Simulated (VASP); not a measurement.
Input of a VASP 6.6.1 run:

File INCAR:

```
PREC     = Accurate       # precision mode
ENCUT    = 520            # plane-wave cutoff, eV
EDIFF    = 1E-6           # SCF threshold, eV
ISMEAR   = 0              # smearing method
SIGMA    = 0.1            # smearing width, eV
LREAL    = False          # projectors in reciprocal space
LASPH    = True           # aspherical terms in the spheres
NELM     = 60             # most SCF steps
ALGO     = Normal         # electronic algorithm
ISIF     = 2              # what is computed and relaxed
LWAVE    = False          # write WAVECAR
LCHARG   = False          # write CHGCAR
LDIPOL   = True         
IDIPOL   = 3            
DIPOL    = 0.5 0.5 0.500
GGA      = PS             # functional
NBANDS   = 56             # bands
```

KPOINTS

```
regular mesh
0
Gamma
  9 9 1
```

The input POSCAR:

```
Sc7Al4
1.0
    4.8508989718      0.0000000000      0.0000000000
   -2.4254494859      4.2010017408      0.0000000000
    0.0000000000      0.0000000000     24.1281769796
Sc Al
7 4
Direct
    0.6666666667      0.3333333333      0.3108398950
    0.0000000000      0.0000000000      0.3738932634
    0.3333333333      0.6666666667      0.4369466317
    0.0000000000      0.0000000000      0.5000000000
    0.6666666667      0.3333333333      0.5630533683
    0.0000000000      0.0000000000      0.6261067366
    0.3333333333      0.6666666667      0.6891601050
    0.3333333333      0.6666666667      0.3108398950
    0.6666666667      0.3333333333      0.4369466317
    0.3333333333      0.6666666667      0.5630533683
    0.6666666667      0.3333333333      0.6891601050
```

Potentials or basis: VASP PAW PBE potentials, release 64 (Sc_sv, Al).

Launch:

```console
$ cat potpaw_PBE.64/Sc_sv/POTCAR potpaw_PBE.64/Al/POTCAR > POTCAR
$ mpirun -np 1 vasp_std > vasp.out
```

Estimate the band gap on the k mesh.

zero (an odd number of electrons rules out a gap without spin polarisation).

Predict the largest force.

0.774 eV/Å.

Forces in eV/Å, atoms in the order of the input:
```
Sc   0.000  0.000 -0.082
Sc   0.000  0.000 -0.691
Sc   0.000  0.000 -0.144
Sc   0.000  0.000  0.000
Sc   0.000  0.000  0.144
Sc   0.000  0.000  0.691
Sc   0.000  0.000  0.082
Al   0.000  0.000  0.774
Al   0.000  0.000 -0.071
Al   0.000  0.000  0.071
Al   0.000  0.000 -0.774
```

Caveat: the PAW data sets were made with another functional, which shifts forces and pressure a little.
